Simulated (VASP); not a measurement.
Pt: relaxation of cell and atoms with r2SCAN

Crystal: Pt.

```
Pt
1.0
     2.75260    0.00000    0.00000
    -1.37630    2.38382    0.00000
     0.00000    0.00000    9.33057
Pt
4
Direct
  0.00000 0.00000 0.00000
  0.00000 0.00000 0.50000
  0.33333 0.66667 0.75000
  0.66667 0.33333 0.25000
```

* Program: VASP 6.6.1
* Task: relaxation of cell and atoms
* Functional: r2SCAN
* Potentials or basis: VASP PAW PBE potentials, release 64 (Pt)
* Cutoff: 600 eV
* k mesh: 9 × 9 × 2
* Occupations: gaussian, width 0.1 eV
* Spin: no spin polarisation
* Dipole correction: no
* Further INCAR settings: ALGO = Normal; EDIFF = 1e-06; IBRION = 2; EDIFFG = -0.04; NSW = 90; ISIF = 3

- Relaxed volume: 15.39 Å³/atom
- Relaxed cell: a = 2.761 Å, b = 2.761 Å, c = 9.323 Å, α = 90.00°, β = 90.00°, γ = 120.00°
- Space group after relaxing (to 0.05 Å): P6_3/mmc (No. 194)
- Energy gained by relaxing: 0.5 meV/atom
- Ionic steps: 5
- Pressure after relaxing: -0.1 GPa

Stress tensor (GPa, compression positive):
```
 0.07  0.00  0.00
 0.00  0.07  0.00
 0.00  0.00 -0.35
```

Step by step:
| step | energy change (eV) | largest force (eV/Å) | pressure (GPa) | volume (Å³) |
| --- | --- | --- | --- | --- |
| 1 | 0.0000 | 0.0000 | 1.44 | 61.22 |
| 2 | 0.0092 | 0.0000 | -3.83 | 62.45 |
| 3 | -0.0016 | 0.0000 | -0.06 | 61.56 |
| 4 | -0.0016 | 0.0000 | -0.09 | 61.57 |
| 5 | -0.0019 | 0.0000 | -0.07 | 61.55 |

Final structure:
```cif
data_structure
_symmetry_space_group_name_H-M 'P 1'
_symmetry_Int_Tables_number 1
_cell_length_a 2.7610
_cell_length_b 2.7610
_cell_length_c 9.3234
_cell_angle_alpha 90.000
_cell_angle_beta 90.000
_cell_angle_gamma 120.000
_cell_volume 61.55
loop_
_atom_site_label
_atom_site_type_symbol
_atom_site_fract_x
_atom_site_fract_y
_atom_site_fract_z
_atom_site_occupancy
Pt1 Pt 0.00000 0.00000 0.00000 1
Pt2 Pt 0.00000 0.00000 0.50000 1
Pt3 Pt 0.33333 0.66667 0.75000 1
Pt4 Pt 0.66667 0.33333 0.25000 1
```

Levels at points of the mesh, in eV from the Fermi level:
```
           k point  band 18  band 19  band 20  band 21  band 22  band 23
(0.00, 0.00, 0.00)    -1.41    -1.41    -1.00    -1.00    -0.54    -0.21
(0.00, 0.00, 0.50)    -1.76    -1.76    -1.76    -0.54    -0.54    -0.54
```

It took 4.3 min on 1 thread of Intel(R) Xeon(R) 6975P-C (Granite Rapids), on a shared host, peak memory 0.23 GiB.

Caveat: the bands computed are all filled at some k points, so no gap is given; the PAW data sets were made with another functional, which shifts forces and pressure a little; spin-orbit coupling is left out, which moves the levels of the heavy elements.
